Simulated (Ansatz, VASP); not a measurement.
Two plane-wave programs on NaCl

```
Na Cl
1.0
     0.00000    2.60521    2.83175
     2.60521    0.00000    2.83175
     2.60521    2.60521    0.00000
Na Cl
1 1
Direct
  0.00000 0.00000 0.00000
  0.50000 0.50000 0.50000
```

Change from the starting cell: strain -0.080 along x and y, +0.000 along z, atoms carried along.

Alike in both runs: task single point; functional PBEsol; k mesh 8 × 8 × 8; occupations gaussian, width 0.05 eV; no spin polarisation.

```csv
,VASP,Ansatz
version,VASP 6.6.1,Ansatz 0.2.0
potentials or method,"VASP PAW PBE potentials, release 64 (Na_pv, Cl), cutoff 520 eV","scalar-relativistic, plane waves, PAW"
valence electrons in the cell,14,16
```

```csv
,VASP,Ansatz,Ansatz less VASP
gap on the k mesh at the Fermi level (eV),5.55,5.55,+0.004
least direct gap on the mesh (eV),5.55,5.55,+0.004
pressure (GPa),5.5,5.4,-0.09
"traceless stress, the component that is largest in VASP (GPa)",-4.35,-4.28,+0.073
```

VASP's potentials were made for PBE, not for PBEsol. VASP's potentials hold 14 valence electrons a cell and Ansatz's 16, so a difference there can come from the potentials and not from the codes.
